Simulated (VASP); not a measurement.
# Zn8H (I-4m2) in VASP: relaxation of cell and atoms with PBE

Aim: the relaxation of cell and atoms of Zn8H with PBE.

All numbers are computed with VASP 6.6.1; they aren't measurements. Logs are shortened: lines on timing, memory, paths and dates and some standing lists are left out, and cuts for length are marked.

### 1 The cell of the first run

It takes space group I-4m2 (No. 119, tetragonal). Conventional cell: a = 6.272 Å, b = 6.272 Å, c = 6.612 Å, α = 90.00°, β = 90.00°, γ = 90.00°. Zn (site symmetry m) has 1 H at 1.86 Å within 2.5 Å. Within 3.5 Å of Zn (site symmetry m) lie 12 Zn at 2.58 to 3.21 Å and 3 H at 3.30 to 3.44 Å. H (site symmetry -4m2) has 4 Zn at 1.86 Å within 2.5 Å.

### 2 Relaxation of cell and atoms, PBE

File INCAR:

```
PREC = Accurate
ENCUT = 500
EDIFF = 1E-7
ISMEAR = 0
SIGMA = 0.1
LREAL = False
LASPH = True
NELM = 120
ALGO = Normal
ISIF = 3
LWAVE = False
LCHARG = False
GGA = PE
IBRION = 2
NSW = 90
EDIFFG = -0.025
GGA_COMPAT = False
NELMIN = 4
```

File KPOINTS:

```
Automatic mesh
0
Gamma
  8 8 8
```

File POSCAR:

```
Zn8H
1.0
   -3.1360733098      3.3057769817      3.1360733098
    3.1360733098     -3.3057769817      3.1360733098
    3.1360733098      3.3057769817     -3.1360733098
Zn H
8 1
Direct
   -0.0655636650      0.0312617680     -0.0343018970
    0.0968254329      0.0312617680      0.5655636650
    0.0061918610      0.5444782091     -0.0382863482
   -0.0655636650      0.4687382320      0.4031745671
    0.4172354427     -0.0444782091     -0.0382863482
    0.5382863482     -0.0444782091      0.4938081390
    0.5382863482      0.5444782091      0.0827645573
    0.5343018970      0.4687382320      0.5655636650
    0.1250000000      0.2500000000      0.3750000000
```

Potentials or basis: VASP PAW PBE potentials, release 64 (Zn, H).

Run with:

```
$ cat potpaw_PBE.64/Zn/POTCAR potpaw_PBE.64/H/POTCAR > POTCAR
$ mpirun -np 1 vasp_std > vasp.out
```

OUTCAR:

```text
PREC = Accurate
   ENCUT = 500
   EDIFF = 1E-7
   ISMEAR = 0
   LREAL = False
   LASPH = True
   NELM = 120
   ISIF = 3
   GGA = PE
   IBRION = 2
   NSW = 90
   EDIFFG = -0.025
   NELMIN = 4

 ion  position               nearest neighbor table
   1  0.934  0.031  0.966-   9 1.86   2 2.62   8 2.62   6 2.66   3 2.73   5 2.73   4 2.74   5 2.85
                             3 2.85
   2  0.097  0.031  0.566-   9 1.86   1 2.62   4 2.62   5 2.66   7 2.73   6 2.73   8 2.74   6 2.85
                             7 2.85
   3  0.006  0.544  0.962-   5 2.58   8 2.66   1 2.73   4 2.73   7 2.83   6 2.83   4 2.85   1 2.85
                             6 2.85   7 2.85
   4  0.934  0.469  0.403-   9 1.86   8 2.62   2 2.62   7 2.66   5 2.73   3 2.73   1 2.74   3 2.85
                             5 2.85
   5  0.417  0.956  0.962-   3 2.58   2 2.66   1 2.73   4 2.73   6 2.83   7 2.83   4 2.85   1 2.85
                             7 2.85   6 2.85
   6  0.538  0.956  0.494-   7 2.58   1 2.66   8 2.73   2 2.73   5 2.83   3 2.83   2 2.85   8 2.85
                             3 2.85   5 2.85
   7  0.538  0.544  0.083-   6 2.58   4 2.66   8 2.73   2 2.73   3 2.83   5 2.83   2 2.85   8 2.85
                             5 2.85   3 2.85
   8  0.534  0.469  0.566-   9 1.86   4 2.62   1 2.62   3 2.66   6 2.73   7 2.73   2 2.74   7 2.85
                             6 2.85
   9  0.125  0.250  0.375-   1 1.86   8 1.86   4 1.86   2 1.86

  LATTYP: Found a body centered tetragonal cell.
 ALAT       =     6.2721466196
 C/A-ratio  =     1.0541134263

  Lattice vectors:

 A1 = (  -3.1360733098,  -3.3057769817,   3.1360733098)
 A2 = (   3.1360733098,  -3.3057769817,  -3.1360733098)
 A3 = (   3.1360733098,   3.3057769817,   3.1360733098)

Analysis of symmetry for initial positions (statically):
=====================================================================
 Subroutine PRICEL returns:
 Original cell was already a primitive cell.

 Routine SETGRP: Setting up the symmetry group for a
 body centered tetragonal supercell.

 Subroutine GETGRP returns: Found  8 space group operations
 (whereof  2 operations were pure point group operations)
 out of a pool of 16 trial point group operations.

The static configuration has the point symmetry C_1h.
 The point group associated with its full space group is D_2d.

Analysis of symmetry for dynamics (positions and initial velocities):
=====================================================================
 Subroutine PRICEL returns:
 Original cell was already a primitive cell.

 Routine SETGRP: Setting up the symmetry group for a
 body centered tetragonal supercell.

 Subroutine GETGRP returns: Found  8 space group operations
 (whereof  2 operations were pure point group operations)
 out of a pool of 16 trial point group operations.

The dynamic configuration has the point symmetry C_1h.
 The point group associated with its full space group is D_2d.

 Subroutine INISYM returns: Found  8 space group operations
 (whereof  2 operations are pure point group operations),
 and found     1 'primitive' translations

----------------------------------------------------------------------------------------

                                     Primitive cell

  volume of cell :     130.0487

  direct lattice vectors                    reciprocal lattice vectors
    -3.136073310  3.305776982  3.136073310     0.000000000  0.151250373  0.159435048
     3.136073310 -3.305776982  3.136073310     0.159435048  0.000000000  0.159435048
     3.136073310  3.305776982 -3.136073310     0.159435048  0.151250373  0.000000000

  length of vectors
     5.531552500  5.531552500  5.531552500     0.219763987  0.225475208  0.219763987

  position of ions in fractional coordinates (direct lattice)
     0.934436335  0.031261768  0.965698103
[... 108 lines left out ...]
   EFERMI_NEDOS =   21; number of points for ismear=-14 and -15
   IALGO  =     38    algorithm
   IMIX   =      4    mixing-type and parameters
     AMIX     =   0.40;   BMIX     =  1.00
     AMIX_MAG =   1.60;   BMIX_MAG =  1.00
  volume/ion in A,a.u.               =      14.45        97.51
  Fermi-wavevector in a.u.,A,eV,Ry     =   1.484671  2.805621 29.990596  2.204247
  Thomas-Fermi vector in A             =   2.598178
   LORBIT       =      0    0 simple, 1 ext, 2 COOP (PROOUT), +10 PAW based schemes
   GGA     = PE    functional components
   LHFCALC =     F    Hartree Fock is set to
   AEXX    =    0.0000 exact exchange contribution
   IVDW    =     0    specifies the selected vdW correction
   LEPSILON=     F    determine dielectric tensor
   LRPA    =     F    only Hartree local field effects (RPA)
 conjugate gradient relaxation of ions
 non-spin polarized calculation
 Gauss-broadening in eV      SIGMA  =   0.10
  energy-cutoff  :      500.00
  volume of cell :      130.05
 maximum number of plane-waves:      3340
   NGX = 21   NGY = 21   NGZ = 21

--------------------------------------- Ionic step        1  -------------------------------------------

 number of electron      96.9999952 magnetization

 Free energy of the ion-electron system (eV)
  ---------------------------------------------------
  ext. energy  EPLUGINS =         0.00000000
  ---------------------------------------------------
  free energy    TOTEN  =       -11.02812684 eV

  energy without entropy =      -11.01845991  energy(sigma->0) =      -11.02329338

------------------------ aborting loop because EDIFF is reached ----------------------------------------

  FORCE on cell =-STRESS in cart. coord.  units (eV):
  Direction    XX          YY          ZZ          XY          YZ          ZX
  --------------------------------------------------------------------------------------
  -------------------------------------------------------------------------------------
  Total        0.1926001      0.4383262      0.1926001      0.0000000     -0.0000000      0.0000000
  in kB        2.3728003      5.4001035      2.3728003      0.0000000     -0.0000000      0.0000000
  external PRESSURE =       3.3819013 kB  Pullay stress =       0.0000000 kB

 VOLUME and BASIS-vectors are now :
 -----------------------------------------------------------------------------
  energy-cutoff  :      500.00
  volume of cell :      130.05
      direct lattice vectors                 reciprocal lattice vectors
    -3.136073310  3.305776982  3.136073310     0.000000000  0.151250373  0.159435048
     3.136073310 -3.305776982  3.136073310     0.159435048  0.000000000  0.159435048
     3.136073310  3.305776982 -3.136073310     0.159435048  0.151250373  0.000000000

 POSITION                                       TOTAL-FORCE (eV/Angst)
 -----------------------------------------------------------------------------------
      0.19608      6.17808      0.00000        -0.013773     -0.023791     -0.000000
      1.56804      2.08637     -1.37196        -0.000000      0.023791     -0.013773
      4.70411      1.39976     -1.28906        -0.000000     -0.023655      0.001874
     -0.19608      2.87230      3.13607         0.013773     -0.023791      0.000000
      4.70411      1.39976      1.28906        -0.000000     -0.023655     -0.001874
      2.85710      0.25313      3.13607        -0.001874      0.023655      0.000000
      0.27897      0.25313      3.13607         0.001874      0.023655      0.000000
      1.56804      2.08637      1.37196        -0.000000      0.023791      0.013773
      1.56804      0.82644      0.00000        -0.000000      0.000000      0.000000
 -----------------------------------------------------------------------------------
    total drift:                               -0.000011     -0.000002     -0.000000

  FREE ENERGIE OF THE ION-ELECTRON SYSTEM (eV)
  ---------------------------------------------------
  free  energy   TOTEN  =       -11.0281268448 eV

  energy  without entropy=      -11.0184599123  energy(sigma->0) =      -11.02329338

--------------------------------------- Ionic step        2  -------------------------------------------

 number of electron      96.9999955 magnetization

 Free energy of the ion-electron system (eV)
  ---------------------------------------------------
  ext. energy  EPLUGINS =         0.00000000
  ---------------------------------------------------
  free energy    TOTEN  =       -11.02923557 eV

  energy without entropy =      -11.01920060  energy(sigma->0) =      -11.02421809

 E-fermi :   2.8077     XC(G=0): -11.2679

 val. band max:        2.8019517368   @ k =   0.1250   0.0000   0.0000
 cond. band min:       2.8495061976   @ k =   0.5000   0.1250   0.0000
 fundamental gap:      0.0475544608
 Fermi energy:         2.8076924318

 k-point     1 :       0.0000    0.0000    0.0000
  band No.  band energies     occupation
      1      -7.6895      2.00000
      2      -5.8188      2.00000
      3      -5.4960      2.00000
      4      -5.3872      2.00000
      5      -5.3872      2.00000
      6      -5.3692      2.00000
[... 1453 lines left out ...]
     57       7.9443      0.00000
     58       8.5848      0.00000

 [... further k-points ...]
[... 5 lines left out ...]
  --------------------------------------------------------------------------------------
  -------------------------------------------------------------------------------------
  Total       -0.0192774      0.1709529     -0.0192774      0.0000000      0.0000000      0.0000000
  in kB       -0.2364496      2.0968421     -0.2364496      0.0000000      0.0000000      0.0000000
  external PRESSURE =       0.5413143 kB  Pullay stress =       0.0000000 kB

 VOLUME and BASIS-vectors are now :
 -----------------------------------------------------------------------------
  energy-cutoff  :      500.00
  volume of cell :      130.62
      direct lattice vectors                 reciprocal lattice vectors
    -3.139310971  3.313544096  3.139310971     0.000000000  0.150895834  0.159270618
     3.139310971 -3.313544096  3.139310971     0.159270618  0.000000000  0.159270618
     3.139310971  3.313544096 -3.139310971     0.159270618  0.150895834  0.000000000

 POSITION                                       TOTAL-FORCE (eV/Angst)
 -----------------------------------------------------------------------------------
      0.19562      6.19144     -0.00000        -0.001059     -0.021541     -0.000000
      1.56966      2.09242     -1.37404        -0.000000      0.021541     -0.001059
      4.70897      1.40190     -1.29030         0.000000     -0.019941      0.001324
     -0.19562      2.87790      3.13931         0.001059     -0.021541      0.000000
      4.70897      1.40190      1.29030        -0.000000     -0.019941     -0.001324
      2.85996      0.25487      3.13931        -0.001324      0.019941     -0.000000
      0.27935      0.25487      3.13931         0.001324      0.019941      0.000000
      1.56966      2.09242      1.37404         0.000000      0.021541      0.001059
      1.56966      0.82839      0.00000         0.000000      0.000000     -0.000000
 -----------------------------------------------------------------------------------
    total drift:                               -0.000011     -0.000002      0.000000

  FREE ENERGIE OF THE ION-ELECTRON SYSTEM (eV)
  ---------------------------------------------------
  free  energy   TOTEN  =       -11.0292355683 eV

  energy  without entropy=      -11.0192006048  energy(sigma->0) =      -11.02421809

 reached required accuracy - stopping structural energy minimisation
```

Wall time 14 min (1 thread of AMD EPYC 9R14 (Zen 4), shared host); peak memory 0.4 GiB.

What came out:

| Property | Result |
| --- | --- |
| Free energy | -11.0292 eV |
| Relaxed volume | 14.51 Å³/atom |
| Relaxed cell | a = 5.540 Å, b = 5.540 Å, c = 5.540 Å, α = 110.96°, β = 106.53°, γ = 110.96° |
| Space group after relaxing (to 0.1 Å) | I-4m2 (No. 119) |
| Energy gained by relaxing | 0.1 meV/atom |
| Ionic steps | 2 |
| Pressure after relaxing | 0.1 GPa |
| Largest force after relaxing | 0.022 eV/Å |
| Band gap on the k mesh | zero (an odd number of electrons rules out a gap without spin polarisation) |

Forces on the atoms (eV/Å):
```
Zn  -0.001 -0.022  0.000
Zn   0.000  0.022 -0.001
Zn   0.000 -0.020  0.001
Zn   0.001 -0.022  0.000
Zn   0.000 -0.020 -0.001
Zn  -0.001  0.020  0.000
Zn   0.001  0.020  0.000
Zn   0.000  0.022  0.001
H    0.000  0.000  0.000
```

Stress tensor (GPa, compression positive):
```
-0.02  0.00  0.00
 0.00  0.21  0.00
 0.00  0.00 -0.02
```

Step by step:
| step | energy change (eV) | largest force (eV/Å) | pressure (GPa) | volume (Å³) |
| --- | --- | --- | --- | --- |
| 1 | 0.0000 | 0.0275 | 0.34 | 130.05 |
| 2 | -0.0011 | 0.0216 | 0.05 | 130.62 |

Final structure:
```
CELL_PARAMETERS angstrom
-3.13931 3.31354 3.13931
3.13931 -3.31354 3.13931
3.13931 3.31354 -3.13931
ATOMIC_POSITIONS crystal
Zn 0.93426 0.03116 0.96542
Zn 0.09689 0.03116 0.56574
Zn 0.00603 0.54449 0.96154
Zn 0.93426 0.46884 0.40311
Zn 0.41705 0.95551 0.96154
Zn 0.53846 0.95551 0.49397
Zn 0.53846 0.54449 0.08295
Zn 0.53458 0.46884 0.56574
H 0.12500 0.25000 0.37500
```

Levels at points of the mesh, in eV from the Fermi level:
```
           k point  band 44  band 45  band 46  band 47  band 48  band 49  band 50  band 51  band 52  band 53
(0.00, 0.00, 0.00)    -2.61    -2.50    -2.50    -1.90    -1.84    -1.81    -1.39    -1.39    -0.72    -0.72
(0.50, 0.00, 0.00)    -3.88    -3.61    -3.41    -1.67    -0.54    -0.12     0.72     2.44     2.93     2.96
(0.00, 0.50, 0.00)    -4.20    -4.11    -3.85    -0.82    -0.03     0.54     0.55     3.20     3.26     3.67
(0.50, 0.50, 0.50)    -5.62    -5.44    -5.44     0.30     1.13     1.67     1.67     1.86     2.15     2.15
```

The gap in the log of VASP goes by the Fermi energy; the results here count the filled bands.